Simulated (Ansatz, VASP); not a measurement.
**Te2Mo in VASP and in Ansatz**

```
Te Mo
1.0
     3.63452    0.00000    0.00000
    -1.81726    3.14759    0.00000
     0.00000    0.00000   14.56995
Te Mo
4 2
Cartesian
  0.0000 2.0984 9.1624
  1.8173 1.0492 1.8775
  1.8173 1.0492 5.4075
  0.0000 2.0984 12.6925
  0.0000 2.0984 3.6425
  1.8173 1.0492 10.9275
```

Alike in both runs: task single point; functional r2SCAN; k mesh 12 × 12 × 2; occupations gaussian, width 0.02 eV; no spin polarisation.

```csv
,VASP,Ansatz
version,VASP 6.6.1,Ansatz 0.2.0
potentials or method,"VASP PAW PBE potentials, release 64 (Te, Mo_sv), cutoff 520 eV","scalar-relativistic, plane waves, PAW"
valence electrons in the cell,52,92
```

```tsv
	VASP	Ansatz	Ansatz less VASP
gap on the k mesh at the Fermi level (eV)	0.70	0.71	+0.011
least direct gap on the mesh (eV)	0.92	0.92	-0.001
pressure (GPa)	-1.7	-1.8	-0.10
traceless stress, the component that is largest in VASP (GPa)	1.88	1.82	-0.058
rms of the force components (eV/Å)	0.012	0.000	-0.0117
```

VASP's potentials were made for PBE, not for r2SCAN. Atom by atom the forces differ by 0.012 eV/Å (rms over components). VASP's potentials hold 52 valence electrons a cell and Ansatz's 92, so a difference there can come from the potentials and not from the codes.

Spin-orbit coupling is off throughout.
